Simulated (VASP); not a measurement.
**LiH (vib): single point with LDA**

The system is LiH (vib).

```
CELL_PARAMETERS angstrom
0.00000 1.95436 1.95436
1.95436 0.00000 1.95436
1.95436 1.95436 0.00000
ATOMIC_POSITIONS crystal
Li 0.00000 0.00000 0.00000
H 0.50000 0.50000 0.50000
```

```
Program             : VASP 6.6.1
Task                : single point
Functional          : LDA
Potentials or basis : VASP PAW LDA potentials, release 64 (Li_sv, H)
Cutoff              : 750 eV
k mesh              : 8 × 8 × 8
Occupations         : gaussian, width 0.02 eV
Spin                : no spin polarisation
```

```json
{"Pressure": "-0.2 GPa", "Band gap on the k mesh": "2.53 eV, direct"}
```

Levels at points of the mesh, in eV from the valence-band top:
```csv
k point,band 1,band 2,band 3,band 4,band 5
"(0.00, 0.00, 0.00)",-43.41,-5.85,17.12,18.17,18.17
"(0.50, 0.00, 0.00)",-43.34,-3.00,4.81,14.19,16.66
"(0.50, 0.50, 0.00)",-43.32,0.00,2.53,10.75,10.75
```

Run time: 3.2 s on 1 thread of Intel(R) Xeon(R) 6975P-C (Granite Rapids), with other jobs on the host, peak memory 0.13 GiB.

A k mesh can miss the band edges.
